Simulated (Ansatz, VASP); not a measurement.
One calculation of TiB, two programs

The input POSCAR:

```
TiB
1.0
    0.0000000000      1.9959500000      1.9959500000
    1.9959500000      0.0000000000      1.9959500000
    1.9959500000      1.9959500000      0.0000000000
Ti B
1 1
Direct
    0.7500000000      0.7500000000      0.7500000000
    0.0000000000      0.0000000000      0.0000000000
```

The input INCAR.step1:

```
ALGO = Normal
EDIFF = 1E-4
ENCUT = 520
GGA = PE
ISMEAR = 0
LASPH = T
LCHARG = F
LREAL = F
LWAVE = T
NBANDS = 14
NELM = 80
PREC = Accurate
SIGMA = 0.15
```

The input INCAR.step2:

```
ALGO = Normal
EDIFF = 1E-6
ENCUT = 520
ISIF = 2
ISMEAR = 0
ISTART = 1
LASPH = T
LCHARG = F
LMIXTAU = T
LREAL = F
LWAVE = F
METAGGA = R2SCAN
NBANDS = 14
NELM = 80
PREC = Accurate
SIGMA = 0.15
```

Contents of KPOINTS:

```
k-points
0
Gamma
  20 20 20
```

Input for Ansatz:

```yaml
crystal:
  lattice:
    - [0.0, 1.99595, 1.99595]
    - [1.99595, 0.0, 1.99595]
    - [1.99595, 1.99595, 0.0]
  atoms:
    - { symbol: Ti, position: [0.75, 0.75, 0.75] }
    - { symbol: B, position: [0.0, 0.0, 0.0] }
basis:
  ecutwfc: 500
kpoints:
  mp_grid: { grid: [20, 20, 20] }
hamiltonian:
  xc: r2scan
scf:
  occupations: { method: gaussian, width: 0.15 }
output:
  forces: true
  stress: true
  eigenvalues: true
  write_density: true
  write_potential: true
  elf: true
  volumetric_format: npy
```

Change from the starting cell: strain -0.050 along x and y, -0.050 along z, atoms carried along.

Alike in both runs: task single point; functional r2SCAN; k mesh 20 × 20 × 20; occupations gaussian, width 0.15 eV; no spin polarisation.

|  | VASP | Ansatz |
| --- | --- | --- |
| version | VASP 6.6.1 | Ansatz 0.2.0 |
| potentials or method | VASP PAW PBE potentials, release 64 (Ti_sv, B), cutoff 520 eV | scalar-relativistic, plane waves, PAW |
| valence electrons in the cell | 15 | 15 |

|  | VASP | Ansatz | Ansatz less VASP |
| --- | --- | --- | --- |
| gap on the k mesh at the Fermi level (eV) | none | none | - |
| pressure (GPa) | 205.0 | 203.2 | -1.75 |

VASP's potentials were made for PBE, not for r2SCAN. A gap of «none» marks a metal or a gap that the smearing closes. Both programs put the cell under a high pressure, so it lies far from rest at this level.

Noted on VASP's run: the cell as given lies far from equilibrium.
